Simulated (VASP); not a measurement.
A run of VASP 6.6.1:

File POSCAR:

```
ScB2
1.0
    3.1409819714      0.0000000000      0.0000000000
   -1.5704909857      2.7201701801      0.0000000000
    0.0000000000      0.0000000000      3.5303062784
Sc B
1 2
Direct
    0.0000000000      0.0000000000      0.0000000000
    0.3333333333      0.6666666667      0.4999997473
    0.6666666667      0.3333333333      0.5000002527
```

The input INCAR.step1:

```
SYSTEM = ScB2
  PREC = Accurate
  ENCUT = 520
  ISMEAR = -1
  SIGMA = 0.1
  LREAL = .False.
  LASPH = .True.
  NELM = 100
  NBANDS = 16
  GGA = PE
  ALGO = Normal
  EDIFF = 1E-4
  LWAVE = .True.
  LCHARG = .False.
```

INCAR.step2

```
SYSTEM = ScB2
  PREC = Accurate
  ENCUT = 520
  EDIFF = 1E-6
  ISMEAR = -1
  SIGMA = 0.1
  LREAL = .False.
  LASPH = .True.
  NELM = 100
  ALGO = Normal
  ISIF = 2
  LWAVE = .False.
  LCHARG = .False.
  METAGGA = R2SCAN
  LMIXTAU = .True.
  NBANDS = 16
  ISTART = 1
```

Contents of KPOINTS:

```
Automatic mesh
0
Gamma
  10 10 6
  0 0 0
```

Potentials or basis: VASP PAW PBE potentials, release 64 (Sc_sv, B).

The run is started by

```console
$ cat potpaw_PBE.64/Sc_sv/POTCAR potpaw_PBE.64/B/POTCAR > POTCAR
$ cp INCAR.step1 INCAR
$ mpirun -np 1 vasp_std > vasp.out
$ cp INCAR.step2 INCAR
$ mpirun -np 1 vasp_std > vasp.out
```

Hardware: 1 thread of Intel Xeon 8259CL, with other jobs on the host.

How long does it take, and how much memory?

Run time: 110 s on 1 thread of Intel Xeon 8259CL, with other jobs on the host, peak memory 0.16 GiB. Counts: k points 56.
